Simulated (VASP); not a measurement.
Here is a VASP 6.6.1 calculation.

The input INCAR:

```
SYSTEM = MgH2Ir2
PREC     = Accurate       ! precision mode
ENCUT    = 520            ! plane-wave cutoff, eV
EDIFF    = 1E-7           ! SCF threshold, eV
ISMEAR   = 0              ! smearing method
SIGMA    = 0.1            ! smearing width, eV
LREAL    = .FALSE.        ! projectors in reciprocal space
LASPH    = .TRUE.         ! aspherical terms in the spheres
NELM     = 60             ! most SCF steps
ALGO     = Normal         ! electronic algorithm
ISIF     = 2              ! what is computed and relaxed
LWAVE    = .FALSE.        ! write WAVECAR
LCHARG   = .TRUE.         ! write CHGCAR
GGA      = PE             ! functional
LELF     = .TRUE.         ! ELF
LVHAR    = .TRUE.       
NBANDS   = 19             ! bands
```

KPOINTS

```
Automatic mesh
0
G
  6 6 4
  0 0 0
```

POSCAR

```
MgH2Ir2
1.0
    2.8738224412     -0.0000000023      0.0000000000
   -1.4369112186      2.4888032412      0.0000000000
    0.0000000000      0.0000000000      8.1229497374
Mg H Ir
1 2 2
Direct
    0.0000000000      0.0000000000      0.0000000000
    0.3333333333      0.6666666667      0.2439988656
    0.6666666667      0.3333333333      0.7560011344
    0.0000000000      0.0000000000      0.3350700716
    0.0000000000      0.0000000000      0.6649299284
```

Potentials or basis: VASP PAW PBE potentials, release 64 (Mg, H, Ir).

Launch:

```console
$ cat potpaw_PBE.64/Mg/POTCAR potpaw_PBE.64/H/POTCAR potpaw_PBE.64/Ir/POTCAR > POTCAR
$ mpirun -np 1 vasp_std > vasp.out
```

Problem. Predict the pressure.

Solution. 0.2 GPa.

Problem. Predict the largest force.

Solution. 0.023 eV/Å.

Forces on the atoms (eV/Å):
```
Mg   0.000  0.000  0.000
H    0.000  0.000 -0.023
H    0.000  0.000  0.023
Ir   0.000  0.000  0.013
Ir   0.000  0.000 -0.013
```

Caveat: the k points lie up to 0.42 Å⁻¹ apart, too coarse for converged energies and pressures of a metal.
